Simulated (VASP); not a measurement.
Runs of VASP 6.6.1 on Ga3O2. The structure is that of space group P4/mmm (No. 123), or close to it. The cells are those of the table. 

```csv
task,spin,cell,k mesh,cutoff (eV),gap on the mesh (eV),pressure (GPa),relaxed volume (Å³/atom),largest force (eV/Å)
single point,"collinear, ferromagnetic start","a = 3.866, b = 3.866, c = 6.004 Å, 5 atoms",4 × 4 × 4,520,none,71.0,-,25.54
single point,off,"a = 3.866, b = 3.866, c = 6.004 Å, 5 atoms",4 × 4 × 4,520,none,71.0,-,25.54
single point,off,"a = 3.571, b = 3.571, c = 8.050 Å, 5 atoms",10 × 10 × 6,520,none,0.2,-,0.21
relaxation of cell and atoms,off,"relaxed from a = 3.866, b = 3.866, c = 6.004 Å, 5 atoms",4 × 4 × 4,600,none,0.0,(a),0.02
relaxation of cell and atoms,off,"relaxed from a = 3.466, b = 3.466, c = 8.077 Å, 5 atoms",6 × 6 × 2,600,none,0.0,20.32,0.03
single point,off,"a = 3.536, b = 3.536, c = 8.075 Å, 5 atoms",6 × 6 × 2,520,none,0.4,-,(b)
single point,off,"a = 3.466, b = 3.466, c = 8.077 Å, 5 atoms",4 × 4 × 4,520,none,0.1,-,0.21
```

Alike in all rows: level PBE; potentials or basis VASP PAW PBE potentials, release 64 (Ga_d, O); smearing gaussian 0.1 eV.

Task: Estimate the missing entries.

Result: (a) 19.20; (b) 0.22.

Caveats: some runs use coarse meshes; an odd number of electrons without spin polarisation forces a metal (some runs); a magnetic or distorted state may lie lower (some runs); forces of over 1 eV/Å act on the atoms, so gaps and moduli don't describe the material at rest (some runs).

A k mesh can miss the band edges, and the runs leave out spin-orbit coupling on Ga.

A gap of «none» marks levels without a gap at the run's occupations.
